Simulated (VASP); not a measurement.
A run of VASP 6.6.1 is set up as follows.

The input INCAR:

```
SYSTEM = HfN
PREC     = Accurate       ! precision mode
ENCUT    = 600            ! plane-wave cutoff, eV
EDIFF    = 1E-6           ! SCF threshold, eV
ISMEAR   = 0              ! smearing method
SIGMA    = 0.015          ! smearing width, eV
LREAL    = .False.        ! projectors in reciprocal space
LASPH    = .True.         ! aspherical terms in the spheres
NELM     = 120            ! most SCF steps
ALGO     = Normal         ! electronic algorithm
ISIF     = 2              ! what is computed and relaxed
LWAVE    = .False.        ! write WAVECAR
LCHARG   = .False.        ! write CHGCAR
GGA      = PE             ! functional
NBANDS   = 14             ! bands
GGA_COMPAT= .False.
```

The input KPOINTS:

```
regular mesh
0
Gamma
  10 10 10
  0 0 0
```

File POSCAR:

```
HfN
1.0
    0.0000000000      2.2560000000      2.2560000000
    2.2560000000      0.0000000000      2.2560000000
    2.2560000000      2.2560000000      0.0000000000
Hf N
1 1
Direct
    0.0000000000      0.0000000000      0.0000000000
    0.5000000000      0.5000000000      0.5000000000
```

Potentials or basis: VASP PAW PBE potentials, release 64 (Hf_pv, N).

The run is started by

```sh
$ cat potpaw_PBE.64/Hf_pv/POTCAR potpaw_PBE.64/N/POTCAR > POTCAR
$ mpirun -np 1 vasp_std > vasp.out
```

Q: Estimate the pressure.

A: 4.1 GPa.
